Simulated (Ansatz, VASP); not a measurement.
One calculation of KCl, two programs

File INCAR:

```
SYSTEM = KCl
  PREC = Accurate
  ENCUT = 520
  EDIFF = 1E-8
  ISMEAR = 0
  SIGMA = 0.05
  LREAL = .False.
  LASPH = .True.
  NELM = 60
  ALGO = Normal
  ISIF = 2
  LWAVE = .False.
  LCHARG = .False.
  GGA = PS
  LEFG = .True.
  NBANDS = 15
```

KPOINTS

```
Automatic mesh
0
Gamma
  10 10 10
  0 0 0
```

File POSCAR:

```
KCl
1.0
    0.0000000000      3.1208305160      3.1208305160
    3.1208305160      0.0000000000      3.1208305160
    3.1208305160      3.1208305160      0.0000000000
K Cl
1 1
Direct
    0.0000000000      0.0000000000      0.0000000000
    0.5000000000      0.5000000000      0.5000000000
```

Input for Ansatz:

```yaml
crystal:
  lattice:
    - [0.0, 3.120830516, 3.120830516]
    - [3.120830516, 0.0, 3.120830516]
    - [3.120830516, 3.120830516, 0.0]
  atoms:
    - { symbol: K, position: [0.0, 0.0, 0.0] }
    - { symbol: Cl, position: [0.5, 0.5, 0.5] }
basis:
  ecutwfc: 420
  ecutrho_ratio: 4
kpoints:
  mp_grid: { grid: [10, 10, 10] }
hamiltonian:
  xc: pbesol
scf:
  occupations: { method: gaussian, width: 0.05 }
  n_extra_bands: 20
output:
  forces: true
  stress: true
  eigenvalues: true
  optics: { de: 0.05 }
  efg: {}
```

Alike in both runs: task electric field gradients; functional PBEsol; k mesh 10 × 10 × 10; occupations gaussian, width 0.05 eV; no spin polarisation.

```csv
,VASP,Ansatz
version,VASP 6.6.1,Ansatz 0.2.0
potentials or method,"VASP PAW PBE potentials, release 64 (K_sv, Cl), cutoff 520 eV","scalar-relativistic, plane waves, PAW"
valence electrons in the cell,16,16
```

|  | VASP | Ansatz | Ansatz less VASP |
| --- | --- | --- | --- |
| gap on the k mesh at the Fermi level (eV) | 5.10 | 5.11 | +0.004 |
| least direct gap on the mesh (eV) | 5.10 | 5.11 | +0.004 |
| pressure (GPa) | 0.1 | 0.0 | -0.05 |

VASP's potentials were made for PBE, not for PBEsol.
